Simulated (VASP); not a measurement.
Write the native input for VASP 6.6.1 that does the following.

```yaml
Task: single point
Functional: PBE
Potentials_or_basis: VASP PAW PBE potentials, release 64 (Cd, S)
Cutoff: 520 eV
k_mesh: 6 × 6 × 4
Occupations: gaussian, width 0.02 eV
Spin: no spin polarisation
Dipole_correction: no
Further_INCAR_settings: ALGO = Normal; EDIFF = 1e-06; NBANDS = 26
```

The structure of CdS lies in POSCAR:

```
CdS
1.0
    4.1988951754      0.0000000000      0.0000000000
   -2.0994475877      3.6363498897      0.0000000000
    0.0000000000      0.0000000000      6.8309974538
Cd S
2 2
Direct
    0.6666666667      0.3333333333      0.5018506384
    0.3333333333      0.6666666667      0.0018506384
    0.6666666667      0.3333333333      0.8784593616
    0.3333333333      0.6666666667      0.3784593616
```

The input as run:

INCAR

```
SYSTEM = CdS
PREC     = Accurate       ! precision mode
ENCUT    = 520            ! plane-wave cutoff, eV
EDIFF    = 1E-6           ! SCF threshold, eV
ISMEAR   = 0              ! smearing method
SIGMA    = 0.02           ! smearing width, eV
LREAL    = .FALSE.        ! projectors in reciprocal space
LASPH    = .TRUE.         ! aspherical terms in the spheres
NELM     = 80             ! most SCF steps
ALGO     = Normal         ! electronic algorithm
ISIF     = 2              ! what is computed and relaxed
LWAVE    = .FALSE.        ! write WAVECAR
LCHARG   = .FALSE.        ! write CHGCAR
GGA      = PE             ! functional
NBANDS   = 26             ! bands
```

KPOINTS

```
Automatic mesh
0
G
  6 6 4
  0 0 0
```

Potentials or basis: VASP PAW PBE potentials, release 64 (Cd, S).

The run is started by

```bash
$ cat potpaw_PBE.64/Cd/POTCAR potpaw_PBE.64/S/POTCAR > POTCAR
$ mpirun -np 1 vasp_std > vasp.out
```

It gave:

```yaml
Pressure: 0.2 GPa
Band_gap_on_the_k_mesh: 1.11 eV, direct
```

Run time: 36 s on 1 thread of Intel(R) Xeon(R) Platinum 8559C (Emerald Rapids), on a shared host, peak memory 0.24 GiB.
